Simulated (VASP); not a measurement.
# SiC (Moissanite) (P6_3mc) in VASP: settings compared

SiC (Moissanite) is run at these levels: PBEsol, PBE, LDA; tasks: dielectric tensor, elastic constants.

Program: VASP 6.6.1. These are calculated values, not measurements. Logs are shortened: lines on timing, memory, paths and dates and some standing lists are left out, and cuts for length are marked.

**1. The cell of the first run**

The structure is hexagonal, space group P6_3mc (No. 186). The conventional cell has a = 3.076 Å, b = 3.076 Å, c = 5.048 Å, α = 90.00°, β = 90.00°, γ = 120.00°. Within 2.5 Å of Si (site symmetry 3m) lie 4 C at 1.87 to 1.94 Å. C (site symmetry 3m) has 4 Si at 1.87 to 1.94 Å within 2.5 Å.

**2. Dielectric tensor, PBEsol**

File INCAR:

```
SYSTEM = SiC
ALGO = Normal
EDIFF = 1E-8
ENCUT = 520
GGA = PS
ISIF = 2
ISMEAR = 0
LASPH = .TRUE.
LCHARG = .FALSE.
LEPSILON = .TRUE.
LREAL = .FALSE.
LWAVE = .FALSE.
NELM = 60
PREC = Accurate
SIGMA = 0.01
```

File KPOINTS:

```
k-points
0
G
  10 10 5
  0 0 0
```

File POSCAR:

```
SiC
1.0
    3.0760000000      0.0000000000      0.0000000000
   -1.5380000000      2.6638941420      0.0000000000
    0.0000000000      0.0000000000      5.0480000000
Si C
2 2
Direct
    0.6666666667      0.3333333333      0.5000000000
    0.3333333333      0.6666666667      0.0000000000
    0.6666666667      0.3333333333      0.8850000000
    0.3333333333      0.6666666667      0.3850000000
```

Potentials or basis: VASP PAW PBE potentials, release 64 (Si, C).

Command:

```
> cat potpaw_PBE.64/Si/POTCAR potpaw_PBE.64/C/POTCAR > POTCAR
> mpirun -np 1 vasp_std > vasp.out
```

OUTCAR:

```text
SYSTEM = SiC
   EDIFF = 1E-8
   ENCUT = 520
   GGA = PS
   ISIF = 2
   ISMEAR = 0
   LASPH = .TRUE.
   LEPSILON = .TRUE.
   LREAL = .FALSE.
   NELM = 60
   PREC = Accurate

 ion  position               nearest neighbor table
   1  0.667  0.333  0.500-   4 1.87   4 1.87   4 1.87   3 1.94   2 3.09   2 3.09   2 3.09   2 3.09
                             2 3.09   2 3.09
   2  0.333  0.667  0.000-   3 1.87   3 1.87   3 1.87   4 1.94   1 3.09   1 3.09   1 3.09   1 3.09
                             1 3.09   1 3.09
   3  0.667  0.333  0.885-   2 1.87   2 1.87   2 1.87   1 1.94
   4  0.333  0.667  0.385-   1 1.87   1 1.87   1 1.87   2 1.94

  LATTYP: Found a hexagonal cell.
 ALAT       =     3.0760000000
 C/A-ratio  =     1.6410923277

  Lattice vectors:

 A1 = (   3.0760000000,   0.0000000000,   0.0000000000)
 A2 = (  -1.5380000000,   2.6638941420,   0.0000000000)
 A3 = (   0.0000000000,   0.0000000000,   5.0480000000)

Analysis of symmetry for initial positions (statically):
=====================================================================
 Subroutine PRICEL returns:
 Original cell was already a primitive cell.

 Routine SETGRP: Setting up the symmetry group for a
 hexagonal supercell.

 Subroutine GETGRP returns: Found 12 space group operations
 (whereof  6 operations were pure point group operations)
 out of a pool of 24 trial point group operations.

The static configuration has the point symmetry C_3v.
 The point group associated with its full space group is C_6v.

Analysis of symmetry for dynamics (positions and initial velocities):
=====================================================================
 Subroutine PRICEL returns:
 Original cell was already a primitive cell.

 Routine SETGRP: Setting up the symmetry group for a
 hexagonal supercell.

 Subroutine GETGRP returns: Found 12 space group operations
 (whereof  6 operations were pure point group operations)
 out of a pool of 24 trial point group operations.

The dynamic configuration has the point symmetry C_3v.
 The point group associated with its full space group is C_6v.

 Subroutine INISYM returns: Found 12 space group operations
 (whereof  6 operations are pure point group operations),
 and found     1 'primitive' translations

----------------------------------------------------------------------------------------

                                     Primitive cell

  volume of cell :      41.3640

  direct lattice vectors                    reciprocal lattice vectors
     3.076000000  0.000000000  0.000000000     0.325097529  0.187695146  0.000000000
    -1.538000000  2.663894142  0.000000000     0.000000000  0.375390292  0.000000000
     0.000000000  0.000000000  5.048000000     0.000000000  0.000000000  0.198098257

  length of vectors
     3.076000000  3.076000000  5.048000000     0.375390292  0.375390292  0.198098257

  position of ions in fractional coordinates (direct lattice)
     0.666666667  0.333333333  0.500000000
     0.333333333  0.666666667  0.000000000
     0.666666667  0.333333333  0.885000000
     0.333333333  0.666666667  0.385000000

  ion indices of the primitive-cell ions
   primitive index   ion index
                 1           1
                 2           2
                 3           3
                 4           4

----------------------------------------------------------------------------------------

 KPOINTS: k-points

Automatic generation of k-mesh.
 Grid dimensions read from file:
 generate k-points for:   10   10    5

 Generating k-lattice:

  Cartesian coordinates                     Fractional coordinates (reciprocal lattice)
     0.032509753  0.018769515  0.000000000     0.100000000  0.000000000  0.000000000
     0.000000000  0.037539029  0.000000000     0.000000000  0.100000000  0.000000000
     0.000000000  0.000000000  0.039619651     0.000000000  0.000000000  0.200000000

  Length of vectors
     0.037539029  0.037539029  0.039619651

  Shift w.r.t. Gamma in fractional coordinates (k-lattice)
     0.000000000  0.000000000  0.000000000

 Subroutine IBZKPT returns following result:
 ===========================================

 Found     42 irreducible k-points:

 Following reciprocal coordinates:
            Coordinates               Weight
  0.000000  0.000000  0.000000      1.000000
  0.100000 -0.000000  0.000000      6.000000
  0.200000 -0.000000  0.000000      6.000000
  0.300000  0.000000  0.000000      6.000000
  0.400000 -0.000000  0.000000      6.000000
  0.500000  0.000000  0.000000      3.000000
[... 16 lines left out ...]
  0.300000  0.100000  0.200000     24.000000
  0.400000  0.100000  0.200000     24.000000
 [... further k-points ...]
   k-points           NKPTS =     42   k-points in BZ     NKDIM =     42   number of bands    NBANDS=     12
[... 32 lines left out ...]
   ISMEAR =     0;   SIGMA  =   0.01  broadening in eV -4-tet -1-fermi 0-gaus
   EFERMI_NEDOS =   21; number of points for ismear=-14 and -15
   IALGO  =     38    algorithm
   IMIX   =      4    mixing-type and parameters
     AMIX     =   0.40;   BMIX     =  1.00
     AMIX_MAG =   1.60;   BMIX_MAG =  1.00
  volume/ion in A,a.u.               =      10.34        69.78
  Fermi-wavevector in a.u.,A,eV,Ry     =   1.192817  2.254098 19.358549  1.422813
  Thomas-Fermi vector in A             =   2.328847
   LORBIT       =      0    0 simple, 1 ext, 2 COOP (PROOUT), +10 PAW based schemes
   GGA     = PS    functional components
   LHFCALC =     F    Hartree Fock is set to
   AEXX    =    0.0000 exact exchange contribution
   IVDW    =     0    specifies the selected vdW correction
   LEPSILON=     T    determine dielectric tensor
   LRPA    =     F    only Hartree local field effects (RPA)
 non-spin polarized calculation
 Gauss-broadening in eV      SIGMA  =   0.01
  energy-cutoff  :      520.00
  volume of cell :       41.36
 maximum number of plane-waves:      1132
 NGX is ok and might be reduce to    24
   NGX = 11   NGY = 11   NGZ = 19

--------------------------------------- Ionic step        1  -------------------------------------------

 number of electron      16.0000000 magnetization

 E-fermi :   8.4677     XC(G=0): -11.4975

 val. band max:        8.3548303838   @ k =   0.0000   0.0000   0.0000
 cond. band min:      10.6757143037   @ k =   0.3000   0.3000   0.0000
 fundamental gap:      2.3208839199
 Fermi energy:         8.4677241535

 k-point     1 :       0.0000    0.0000    0.0000
  band No.  band energies     occupation
      1      -7.3866      2.00000
      2      -3.8469      2.00000
      3      -0.4022      2.00000
      4       6.7980      2.00000
      5       6.7980      2.00000
      6       8.0839      2.00000
      7       8.0839      2.00000
      8       8.3548      2.00000
      9      12.9235      0.00000
     10      14.3269      0.00000
     11      14.7905      0.00000
     12      14.7905      0.00000
[... 331 lines left out ...]
 k-point    24 :       0.4000    0.1000    0.2000
  band No.  band energies     occupation
      1      -4.0017      2.00000
      2      -2.4664      2.00000
      3       0.0186      2.00000
      4       1.5120      2.00000
      5       3.5725      2.00000
      6       4.3866      2.00000
      7       5.7801      2.00000
      8       6.1328      2.00000
      9      11.8544      0.00000
     10      12.1204      0.00000
     11      15.1021      0.00000
     12      15.4437      0.00000

 [... further k-points ...]

  FORCE on cell =-STRESS in cart. coord.  units (eV):
  Direction    XX          YY          ZZ          XY          YZ          ZX
  --------------------------------------------------------------------------------------
  -------------------------------------------------------------------------------------
  Total        0.5852047      0.5852047     -0.6931105      0.0000000      0.0000000      0.0000000
  in kB       22.6670895     22.6670895    -26.8466714      0.0000000      0.0000000      0.0000000
  external PRESSURE =       6.1625025 kB  Pullay stress =       0.0000000 kB

 VOLUME and BASIS-vectors are now :
 -----------------------------------------------------------------------------
  energy-cutoff  :      520.00
  volume of cell :       41.36
      direct lattice vectors                 reciprocal lattice vectors
     3.076000000  0.000000000  0.000000000     0.325097529  0.187695146  0.000000000
    -1.538000000  2.663894142  0.000000000     0.000000000  0.375390292  0.000000000
     0.000000000  0.000000000  5.048000000     0.000000000  0.000000000  0.198098257

 POSITION                                       TOTAL-FORCE (eV/Angst)
 -----------------------------------------------------------------------------------
      1.53800      0.88796      2.52400         0.000000      0.000000      0.751138
     -0.00000      1.77593      0.00000        -0.000000      0.000000      0.751138
      1.53800      0.88796      4.46748        -0.000000     -0.000000     -0.751138
     -0.00000      1.77593      1.94348         0.000000      0.000000     -0.751138
 -----------------------------------------------------------------------------------
    total drift:                                0.000000      0.000000     -0.000168

  FREE ENERGIE OF THE ION-ELECTRON SYSTEM (eV)
  ---------------------------------------------------
  free  energy   TOTEN  =       -31.7858529084 eV

  energy  without entropy=      -31.7858529084  energy(sigma->0) =      -31.78585291

 HEAD OF MICROSCOPIC STATIC DIELECTRIC TENSOR (INDEPENDENT PARTICLE, excluding Hartree and local field effects)
 ------------------------------------------------------
           7.302748     0.000000     0.000000
           0.000000     7.302748     0.000000
           0.000000     0.000000     7.876121
 ------------------------------------------------------

 Free energy of the ion-electron system (eV)
  ---------------------------------------------------
  ---------------------------------------------------
  free energy    TOTEN  =        -0.73083900 eV

  energy without entropy =       -0.73083900

------------------------ aborting loop because EDIFF is reached ----------------------------------------

--------------------------------------- Ionic step        2  -------------------------------------------

------------------------ aborting loop because EDIFF is reached ----------------------------------------

--------------------------------------- Ionic step        3  -------------------------------------------

 Free energy of the ion-electron system (eV)
  ---------------------------------------------------
  ---------------------------------------------------
  free energy    TOTEN  =        -0.80164802 eV

  energy without entropy =       -0.80164802

------------------------ aborting loop because EDIFF is reached ----------------------------------------

 PIEZOELECTRIC TENSOR FIELD DIRECTION 3  (e Angst)
 -----------------------------------------------------------------------------
     1.26578  0.00000 -0.00000           (  0.05742  0.00000  0.00000)
     0.00000  1.26578  0.00000           (  0.00000  0.05742  0.00000)
     0.00000 -0.00000 -1.97978           (  0.00000  0.00000 -0.12056)

 PIEZOELECTRIC TENSOR FIELD DIRECTION 3  (C/m^2)
 -----------------------------------------------------------------------------
     0.49028  0.00000 -0.00000
     0.00000  0.49028  0.00000
     0.00000 -0.00000 -0.76684

 MACROSCOPIC STATIC DIELECTRIC TENSOR (including local field effects in DFT)
 ------------------------------------------------------
           7.000905     0.000000     0.000000
          -0.000000     7.000905     0.000000
           0.000000     0.000000     7.592052
 ------------------------------------------------------

 PIEZOELECTRIC TENSOR (including local field effects)  for field in x, y, z        (e  Angst)
          XX          YY          ZZ          XY          YZ          ZX
  --------------------------------------------------------------------------------
  x     0.00000     0.00000     0.00000    -0.00000     0.00000     1.45177
  y    -0.00000     0.00000     0.00000    -0.00000     1.45177     0.00000
  z     1.26578     1.26578    -1.97978     0.00000     0.00000     0.00000

 PIEZOELECTRIC TENSOR (including local field effects)  for field in x, y, z        (C/m^2)
          XX          YY          ZZ          XY          YZ          ZX
  --------------------------------------------------------------------------------
  x     0.00000     0.00000     0.00000    -0.00000     0.00000     0.56232
  y    -0.00000     0.00000     0.00000    -0.00000     0.56232     0.00000
  z     0.49028     0.49028    -0.76684     0.00000     0.00000     0.00000

 BORN EFFECTIVE CHARGES (including local field effects) (in |e|, cummulative output)
 ---------------------------------------------------------------------------------
 ion    1
    1     2.67006     0.00000     0.00000
    2    -0.00000     2.67006     0.00000
    3     0.00000    -0.00000     2.91960
 ion    2
    1     2.67006     0.00000     0.00000
    2     0.00000     2.67006     0.00000
    3     0.00000     0.00000     2.91960
 ion    3
    1    -2.67006     0.00000     0.00000
    2    -0.00000    -2.67006     0.00000
    3     0.00000     0.00000    -2.91960
 ion    4
    1    -2.67006     0.00000     0.00000
    2     0.00000    -2.67006     0.00000
    3     0.00000    -0.00000    -2.91960
```

Run time: 3.5 min. Hardware: 1 thread of Intel Xeon Platinum 8375C at 2.90GHz (Ice Lake), shared host; peak memory 0.29 GiB.

Results:

- Band gap on the k mesh: 2.32 eV, indirect (least direct gap 3.96 eV)
- Electronic dielectric tensor (diagonal): 7.00, 7.00, 7.59
- Born charges (mean of the diagonal): Si +2.75; C -2.75 e

Electronic dielectric tensor:
```
7.00 0.00 0.00
0.00 7.00 0.00
0.00 0.00 7.59
```

Born effective charge tensors (e):
atom 1, Si
```
2.67 0.00 0.00
0.00 2.67 0.00
0.00 0.00 2.92
```
atom 2, Si
```
2.67 0.00 0.00
0.00 2.67 0.00
0.00 0.00 2.92
```
atom 3, C
```
-2.67  0.00  0.00
 0.00 -2.67  0.00
 0.00  0.00 -2.92
```
atom 4, C
```
-2.67  0.00  0.00
 0.00 -2.67  0.00
 0.00  0.00 -2.92
```

Caveat: the PAW data sets were made with another functional, which shifts forces and pressure a little.

**3. Elastic constants, PBE**

File INCAR:

```
SYSTEM = SiC
  ALGO = Normal
  EDIFF = 1E-8
  ENCUT = 600
  GGA = PE
  GGA_COMPAT = .FALSE.
  IBRION = 6
  ISIF = 3
  ISMEAR = 0
  LASPH = .TRUE.
  LCHARG = .FALSE.
  LREAL = .FALSE.
  LWAVE = .FALSE.
  NELM = 120
  NFREE = 2
  NSW = 1
  POTIM = 0.015
  PREC = Accurate
  SIGMA = 0.01
```

File KPOINTS:

```
k-points
0
G
  7 7 4
  0 0 0
```

POSCAR is that of step 2.

Potentials or basis: VASP PAW PBE potentials, release 64 (Si, C).

Command:

```
> cat potpaw_PBE.64/Si/POTCAR potpaw_PBE.64/C/POTCAR > POTCAR
> mpirun -np 1 vasp_std > vasp.out
```

Wall time 12 min (1 thread of AMD EPYC 7R43 (Zen 3), shared host); peak memory 0.2 GiB.

Results (log left out):

| Property | Result |
| --- | --- |
| Voigt bulk modulus | 222 GPa |
| Highest phonon frequency at Γ, LO-TO splitting left out | 828 cm⁻¹ |

Phonon frequencies in cm⁻¹ (negative: imaginary):
```csv
q point,frequencies
"(0.000, 0.000, 0.000)",0 0 0 261 261 556 684 787 796 796 828 828
```

Elastic tensor in Voigt notation (GPa, in the Cartesian axes of the cell as first typed):
```
519 118  57   0   0   0
118 519  57   0   0   0
 57  57 496   0   0   0
  0   0   0 156   0   0
  0   0   0   0 156   0
  0   0   0   0   0 200
```

Clamped-ion elastic tensor (GPa):
```
578  88  38   0   0   0
 88 578  38   0   0   0
 38  38 519   0   0   0
  0   0   0 168   0   0
  0   0   0   0 168   0
  0   0   0   0   0 245
```

Caveat: the cell is under stress, which shifts elastic constants.

**4. Dielectric tensor, LDA**

File INCAR:

```
SYSTEM = SiC
PREC = Accurate
ENCUT = 520
EDIFF = 1E-8
ISMEAR = 0
SIGMA = 0.01
LREAL = .False.
LASPH = .True.
NELM = 100
ALGO = Normal
ISIF = 2
LWAVE = .False.
LCHARG = .False.
LEPSILON = .True.
```

File KPOINTS:

```
regular mesh
0
Gamma
  10 10 5
  0 0 0
```

POSCAR is that of step 3.

Potentials or basis: VASP PAW LDA potentials, release 64 (Si, C).

Command:

```
> cat potpaw_LDA.64/Si/POTCAR potpaw_LDA.64/C/POTCAR > POTCAR
> mpirun -np 1 vasp_std > vasp.out
```

OUTCAR:

```text
SYSTEM = SiC
   PREC = Accurate
   ENCUT = 520
   EDIFF = 1E-8
   ISMEAR = 0
   LREAL = .False.
   LASPH = .True.
   NELM = 100
   ISIF = 2
   LEPSILON = .True.

 ion  position               nearest neighbor table
   1  0.667  0.333  0.500-   4 1.87   4 1.87   4 1.87   3 1.94   2 3.09   2 3.09   2 3.09   2 3.09
                             2 3.09   2 3.09
   2  0.333  0.667  0.000-   3 1.87   3 1.87   3 1.87   4 1.94   1 3.09   1 3.09   1 3.09   1 3.09
                             1 3.09   1 3.09
   3  0.667  0.333  0.885-   2 1.87   2 1.87   2 1.87   1 1.94
   4  0.333  0.667  0.385-   1 1.87   1 1.87   1 1.87   2 1.94

  LATTYP: Found a hexagonal cell.
 ALAT       =     3.0760000000
 C/A-ratio  =     1.6410923277

  Lattice vectors:

 A1 = (   3.0760000000,   0.0000000000,   0.0000000000)
 A2 = (  -1.5380000000,   2.6638941420,   0.0000000000)
[... 625 lines left out ...]
          -0.000000     0.000000     7.486502
 ------------------------------------------------------

 PIEZOELECTRIC TENSOR (including local field effects)  for field in x, y, z        (e  Angst)
          XX          YY          ZZ          XY          YZ          ZX
  --------------------------------------------------------------------------------
  x     0.00000    -0.00000     0.00000    -0.00000     0.00000     1.43451
  y    -0.00000     0.00000    -0.00000     0.00000     1.43451     0.00000
  z     1.26347     1.26347    -1.97798     0.00000     0.00000     0.00000

 PIEZOELECTRIC TENSOR (including local field effects)  for field in x, y, z        (C/m^2)
          XX          YY          ZZ          XY          YZ          ZX
  --------------------------------------------------------------------------------
  x     0.00000    -0.00000     0.00000    -0.00000     0.00000     0.55564
  y    -0.00000     0.00000    -0.00000     0.00000     0.55564     0.00000
  z     0.48939     0.48939    -0.76614     0.00000     0.00000     0.00000

 BORN EFFECTIVE CHARGES (including local field effects) (in |e|, cummulative output)
 ---------------------------------------------------------------------------------
 ion    1
    1     2.66877     0.00000     0.00000
    2     0.00000     2.66877     0.00000
    3     0.00000     0.00000     2.91185
 ion    2
    1     2.66877     0.00000     0.00000
    2    -0.00000     2.66877     0.00000
    3     0.00000     0.00000     2.91185
 ion    3
    1    -2.66877    -0.00000     0.00000
    2    -0.00000    -2.66877     0.00000
    3     0.00000    -0.00000    -2.91185
 ion    4
    1    -2.66877     0.00000    -0.00000
    2     0.00000    -2.66877     0.00000
    3     0.00000     0.00000    -2.91185
```

Run time: 3.9 min. Hardware: 1 thread of AMD EPYC 9R45 (Zen 5), shared host; peak memory 0.25 GiB.

What came out:

| Item | Value |
| --- | --- |
| Band gap on the k mesh | 2.36 eV, indirect (least direct gap 3.98 eV) |
| Electronic dielectric tensor (diagonal) | 6.92, 6.92, 7.49 |
| Born charges (mean of the diagonal) | Si +2.75; C -2.75 e |

Electronic dielectric tensor:
```
6.92 0.00 0.00
0.00 6.92 0.00
0.00 0.00 7.49
```

Born effective charge tensors (e):
atom 1, Si
```
2.67 0.00 0.00
0.00 2.67 0.00
0.00 0.00 2.91
```
atom 2, Si
```
2.67 0.00 0.00
0.00 2.67 0.00
0.00 0.00 2.91
```
atom 3, C
```
-2.67  0.00  0.00
 0.00 -2.67  0.00
 0.00  0.00 -2.91
```
atom 4, C
```
-2.67  0.00  0.00
 0.00 -2.67  0.00
 0.00  0.00 -2.91
```

A k mesh can miss the band edges. LDA gaps usually lie below the measured ones, often by a third to a half.

**5. Overview**

| task | level | potentials or basis | k mesh | cutoff (eV) | ions in elastic constants | gap on the mesh (eV) |
| --- | --- | --- | --- | --- | --- | --- |
| dielectric tensor | PBEsol | VASP PAW PBE potentials, release 64 (Si, C) | 10 × 10 × 5 | 520 | - | 2.32 |
| elastic constants | PBE | VASP PAW PBE potentials, release 64 (Si, C) | 7 × 7 × 4 | 600 | relaxed | - |
| dielectric tensor | LDA | VASP PAW LDA potentials, release 64 (Si, C) | 10 × 10 × 5 | 520 | - | 2.36 |

Alike in all rows: no spin polarisation; cell as given; smearing gaussian 0.01 eV.

Caveats: the PAW data sets were made with another functional, which shifts forces and pressure a little (some runs); the cell is under stress, which shifts elastic constants (some runs).

Total energies depend on the potentials used, so only differences within one code and one set of settings carry meaning.
